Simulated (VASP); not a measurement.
# Pb (Pm-3n) in VASP: relaxation of cell and atoms with PBE

Aim: the relaxation of cell and atoms of Pb with PBE.

All numbers are computed with VASP 6.6.1; they aren't measurements. Logs are shortened: lines on timing, memory, paths and dates and some standing lists are left out, and cuts for length are marked.

**1. The cell of the first run**

It takes space group Pm-3n (No. 223, cubic). Conventional cell: a = 6.237 Å, b = 6.237 Å, c = 6.237 Å, α = 90.00°, β = 90.00°, γ = 90.00°. Pb (site symmetry m-3) has 12 Pb at 3.49 Å within 4.6 Å. Pb (site symmetry -4m2) has 14 Pb at 3.12 to 3.82 Å within 4.1 Å.

**2. Relaxation of cell and atoms, PBE**

The input, INCAR:

```
ALGO = Normal ; EDIFF = 1E-7
EDIFFG = -0.01 ; ENCUT = 500
GGA = PE ; GGA_COMPAT = False
IBRION = 2 ; ISIF = 3
ISMEAR = -1 ; LASPH = True
LCHARG = False ; LREAL = False
LWAVE = False ; NELM = 120
NELMIN = 4 ; NSW = 80
PREC = Accurate ; SIGMA = 0.1
```

The input, KPOINTS:

```
k-points
0
Gamma
  4 4 4
```

The input, POSCAR:

```
Pb
1.0
    6.2372391575      0.0000000000      0.0000000000
    0.0000000000      6.2372391575      0.0000000000
    0.0000000000      0.0000000000      6.2372391575
Pb
8
Direct
    0.0000000000      0.0000000000      0.0000000000
    0.5000000000      0.5000000000      0.5000000000
    0.2500000000      0.0000000000      0.5000000000
    0.7500000000      0.0000000000      0.5000000000
    0.5000000000      0.2500000000      0.0000000000
    0.5000000000      0.7500000000      0.0000000000
    0.0000000000      0.5000000000      0.2500000000
    0.0000000000      0.5000000000      0.7500000000
```

Potentials or basis: VASP PAW PBE potentials, release 64 (Pb_d).

Launch:

```console
$ cat potpaw_PBE.64/Pb_d/POTCAR > POTCAR
$ mpirun -np 1 vasp_std > vasp.out
```

OUTCAR:

```text
EDIFF = 1E-7
   EDIFFG = -0.01
   ENCUT = 500
   GGA = PE
   IBRION = 2
   ISIF = 3
   ISMEAR = -1
   LASPH = True
   LREAL = False
   NELM = 120
   NELMIN = 4
   NSW = 80
   PREC = Accurate

 ion  position               nearest neighbor table
   1  0.000  0.000  0.000-   3 3.49   4 3.49   5 3.49   6 3.49   7 3.49   8 3.49   3 3.49   4 3.49
                             7 3.49   8 3.49   5 3.49   6 3.49
   2  0.500  0.500  0.500-   3 3.49   4 3.49   5 3.49   6 3.49   7 3.49   8 3.49   5 3.49   6 3.49
                             3 3.49   4 3.49   7 3.49   8 3.49
   3  0.250  0.000  0.500-   4 3.12   4 3.12   1 3.49   1 3.49   2 3.49   2 3.49   8 3.82   5 3.82
                             5 3.82   6 3.82   6 3.82   7 3.82   8 3.82   7 3.82
   4  0.750  0.000  0.500-   3 3.12   3 3.12   1 3.49   1 3.49   2 3.49   2 3.49   8 3.82   5 3.82
                             5 3.82   6 3.82   6 3.82   7 3.82   8 3.82   7 3.82
   5  0.500  0.250  0.000-   6 3.12   6 3.12   1 3.49   2 3.49   2 3.49   1 3.49   8 3.82   4 3.82
                             3 3.82   4 3.82   3 3.82   7 3.82   7 3.82   8 3.82
   6  0.500  0.750  0.000-   5 3.12   5 3.12   1 3.49   2 3.49   2 3.49   1 3.49   8 3.82   4 3.82
                             3 3.82   4 3.82   3 3.82   7 3.82   7 3.82   8 3.82
   7  0.000  0.500  0.250-   8 3.12   8 3.12   1 3.49   2 3.49   1 3.49   2 3.49   3 3.82   4 3.82
                             5 3.82   3 3.82   4 3.82   6 3.82   5 3.82   6 3.82
   8  0.000  0.500  0.750-   7 3.12   7 3.12   1 3.49   2 3.49   1 3.49   2 3.49   3 3.82   4 3.82
                             5 3.82   3 3.82   4 3.82   6 3.82   5 3.82   6 3.82

  LATTYP: Found a simple cubic cell.
 ALAT       =     6.2372391575

  Lattice vectors:

 A1 = (   6.2372391575,   0.0000000000,   0.0000000000)
 A2 = (   0.0000000000,   6.2372391575,   0.0000000000)
 A3 = (   0.0000000000,   0.0000000000,   6.2372391575)

Analysis of symmetry for initial positions (statically):
=====================================================================
 Subroutine PRICEL returns:
 Original cell was already a primitive cell.

 Routine SETGRP: Setting up the symmetry group for a
 simple cubic supercell.

 Subroutine GETGRP returns: Found 48 space group operations
 (whereof 24 operations were pure point group operations)
 out of a pool of 48 trial point group operations.

The static configuration has the point symmetry T_h .
 The point group associated with its full space group is O_h .

Analysis of symmetry for dynamics (positions and initial velocities):
=====================================================================
 Subroutine PRICEL returns:
 Original cell was already a primitive cell.

 Routine SETGRP: Setting up the symmetry group for a
 simple cubic supercell.

 Subroutine GETGRP returns: Found 48 space group operations
 (whereof 24 operations were pure point group operations)
 out of a pool of 48 trial point group operations.

The dynamic configuration has the point symmetry T_h .
 The point group associated with its full space group is O_h .

[... 86 lines left out ...]
   PREC   = accura    normal or accurate (medium, high low for compatibility)
   ISTART =      0    job   : 0-new  1-cont  2-samecut
   ICHARG =      2    charge: 1-file 2-atom 10-const
   ISPIN  =      1    spin polarized calculation?
   LNONCOLLINEAR =      F non collinear calculations
   LSORBIT =      F    spin-orbit coupling
   LASPH  =      T    aspherical Exc in radial PAW
   ENCUT  =  500.0 eV  36.75 Ry    6.06 a.u.  11.37 11.37 11.37*2*pi/ulx,y,z
   NELM   =    120;   NELMIN=  4; NELMDL= -5     # of ELM steps
   EDIFF  = 0.1E-06   stopping-criterion for ELM
   LREAL  =      F    real-space projection
   EDIFFG = -.1E-01   stopping-criterion for IOM
   NSW    =     80    number of steps for IOM
   IBRION =      2    ionic relax: 0-MD 1-quasi-New 2-CG
   NFREE  =      1    steps in history (QN), initial steepest desc. (CG)
   ISIF   =      3    stress and relaxation
   ISYM   =      2    0-nonsym 1-usesym 2-fastsym
   POTIM  = 0.5000    time-step for ionic-motion
   TEBEG  =    0.0;   TEEND  =   0.0 temperature during run
   PSTRESS=    0.0 pullay stress
   NELECT =     112.0000    total number of electrons
   NUPDOWN=      -1.0000    fix difference up-down
   EMIN   =  10.00;   EMAX   =-10.00  energy-range for DOS
   EFERMI =   0.00;   METHOD = LEGACY
   ISMEAR =    -1;   SIGMA  =   0.10  broadening in eV -4-tet -1-fermi 0-gaus
   EFERMI_NEDOS =   21; number of points for ismear=-14 and -15
   IALGO  =     38    algorithm
   IMIX   =      4    mixing-type and parameters
     AMIX     =   0.40;   BMIX     =  1.00
     AMIX_MAG =   1.60;   BMIX_MAG =  1.00
  volume/ion in A,a.u.               =      30.33       204.68
  Fermi-wavevector in a.u.,A,eV,Ry     =   1.265188  2.390859 21.778859  1.600701
  Thomas-Fermi vector in A             =   2.398454
   LORBIT       =      0    0 simple, 1 ext, 2 COOP (PROOUT), +10 PAW based schemes
   GGA     = PE    functional components
   LHFCALC =     F    Hartree Fock is set to
   AEXX    =    0.0000 exact exchange contribution
   IVDW    =     0    specifies the selected vdW correction
   LEPSILON=     F    determine dielectric tensor
   LRPA    =     F    only Hartree local field effects (RPA)
 conjugate gradient relaxation of ions
 non-spin polarized calculation
  energy-cutoff  :      500.00
  volume of cell :      242.65
 maximum number of plane-waves:      6196
 NGX is ok and might be reduce to    48
   NGX = 23   NGY = 23   NGZ = 23

--------------------------------------- Ionic step        1  -------------------------------------------

 number of electron     111.9999950 magnetization

 Free energy of the ion-electron system (eV)
  ---------------------------------------------------
  ext. energy  EPLUGINS =         0.00000000
  ---------------------------------------------------
  free energy    TOTEN  =       -27.79535718 eV

  energy without entropy =      -27.61647468  energy(sigma->0) =      -27.70591593

 E-fermi :   7.3188     XC(G=0): -10.1747

 val. band max:        7.2676699342   @ k =   0.0000   0.0000   0.0000
 cond. band min:       7.3251606330   @ k =   0.5000   0.2500   0.2500
 fundamental gap:      0.0574906988
 Fermi energy:         7.3188309340

 k-point     1 :       0.0000    0.0000    0.0000
  band No.  band energies     occupation
      1     -10.1032      2.00000
      2     -10.0963      2.00000
      3     -10.0963      2.00000
      4      -9.8947      2.00000
      5      -9.8947      2.00000
      6      -9.8947      2.00000
[... 772 lines left out ...]
--------------------------------------- Ionic step        3  -------------------------------------------

 number of electron     112.0000072 magnetization

 Free energy of the ion-electron system (eV)
  ---------------------------------------------------
  ext. energy  EPLUGINS =         0.00000000
  ---------------------------------------------------
  free energy    TOTEN  =       -28.01537438 eV

  energy without entropy =      -27.83719971  energy(sigma->0) =      -27.92628704

 E-fermi :   6.4304     XC(G=0):  -9.7904

 val. band max:        6.3823610631   @ k =   0.5000   0.5000   0.2500
 cond. band min:       6.4590754588   @ k =   0.5000   0.2500   0.2500
 fundamental gap:      0.0767143957
 Fermi energy:         6.4304484935

 k-point     1 :       0.0000    0.0000    0.0000
  band No.  band energies     occupation
      1     -10.8701      2.00000
      2     -10.8626      2.00000
      3     -10.8626      2.00000
      4     -10.7010      2.00000
      5     -10.7010      2.00000
      6     -10.7010      2.00000
[... 724 lines left out ...]
  FREE ENERGIE OF THE ION-ELECTRON SYSTEM (eV)
  ---------------------------------------------------
  free  energy   TOTEN  =       -28.0153743763 eV

  energy  without entropy=      -27.8371997118  energy(sigma->0) =      -27.92628704

 reached required accuracy - stopping structural energy minimisation
```

OSZICAR:

```text
N       E                     dE             d eps       ncg     rms          rms(c)
DAV:   1     0.149100542230E+04    0.14910E+04   -0.52122E+04  1340   0.200E+03
DAV:   2     0.159066924873E+03   -0.13319E+04   -0.13086E+04  1340   0.566E+02
DAV:   3    -0.164617512022E+02   -0.17553E+03   -0.16958E+03  1483   0.249E+02
DAV:   4    -0.275107446890E+02   -0.11049E+02   -0.10839E+02  1570   0.662E+01
[... 33 lines left out ...]
DAV:   6    -0.280153699057E+02   -0.13269E-03   -0.16143E-04  1496   0.722E-02    0.105E-02
DAV:   7    -0.280153757754E+02   -0.58697E-05   -0.23486E-05  1570   0.440E-02    0.214E-03
DAV:   8    -0.280153756378E+02    0.13760E-06   -0.53884E-07  1151   0.402E-03    0.553E-04
DAV:   9    -0.280153744520E+02    0.11859E-05   -0.12867E-07   904   0.214E-03    0.156E-04
DAV:  10    -0.280153743763E+02    0.75705E-07   -0.19593E-08   715   0.124E-03
   3 F= -.28015374E+02 E0= -.27926287E+02  d E =-.220017E+00
```

CONTCAR:

```text
Pb
   1.00000000000000
     6.4086870562765688    0.0000000000000000   -0.0000000000000000
     0.0000000000000000    6.4086870562765688    0.0000000000000000
    -0.0000000000000000    0.0000000000000000    6.4086870562765688
  Pb
     8
Direct
     0.0000000000000000    0.0000000000000000    0.0000000000000000
     0.5000000000000000    0.5000000000000000    0.5000000000000000
     0.2500000000000000    0.0000000000000000    0.5000000000000000
     0.7500000000000000    0.0000000000000000    0.5000000000000000
     0.5000000000000000    0.2500000000000000    0.0000000000000000
     0.5000000000000000    0.7500000000000000    0.0000000000000000
     0.0000000000000000    0.5000000000000000    0.2500000000000000
     0.0000000000000000    0.5000000000000000    0.7500000000000000

  0.00000000E+00  0.00000000E+00  0.00000000E+00
  0.00000000E+00  0.00000000E+00  0.00000000E+00
  0.00000000E+00  0.00000000E+00  0.00000000E+00
  0.00000000E+00  0.00000000E+00  0.00000000E+00
  0.00000000E+00  0.00000000E+00  0.00000000E+00
  0.00000000E+00  0.00000000E+00  0.00000000E+00
  0.00000000E+00  0.00000000E+00  0.00000000E+00
  0.00000000E+00  0.00000000E+00  0.00000000E+00
```

Run time: 8 min. Hardware: 1 thread of Intel Xeon 8259CL, shared host; peak memory 0.39 GiB.

Results:

```
Free energy                           : -28.0154 eV
Relaxed volume                        : 32.90 Å³/atom
Relaxed cell                          : a = 6.409 Å, b = 6.409 Å, c = 6.409 Å, α = 90.00°, β = 90.00°, γ = 90.00°
Space group after relaxing (to 0.1 Å) : Pm-3n (No. 223)
Energy gained by relaxing             : 27.5 meV/atom
Ionic steps                           : 3
Pressure after relaxing               : 0.0 GPa
Band gap on the k mesh                : zero (bands 56 and 57 overlap by 0.81 eV)
```

The path:
```tsv
step	energy change (eV)	largest force (eV/Å)	pressure (GPa)	volume (Å³)
1	0.0000	0.0000	3.69	242.65
2	-0.2105	0.0000	-0.64	268.02
3	-0.2200	0.0000	0.01	263.21
```

Final structure:
```
CELL_PARAMETERS angstrom
6.40869 0.00000 0.00000
0.00000 6.40869 0.00000
0.00000 0.00000 6.40869
ATOMIC_POSITIONS crystal
Pb 0.00000 0.00000 0.00000
Pb 0.50000 0.50000 0.50000
Pb 0.25000 0.00000 0.50000
Pb 0.75000 0.00000 0.50000
Pb 0.50000 0.25000 0.00000
Pb 0.50000 0.75000 0.00000
Pb 0.00000 0.50000 0.25000
Pb 0.00000 0.50000 0.75000
```

Caveat: spin-orbit coupling is left out, which moves the levels of the heavy elements.
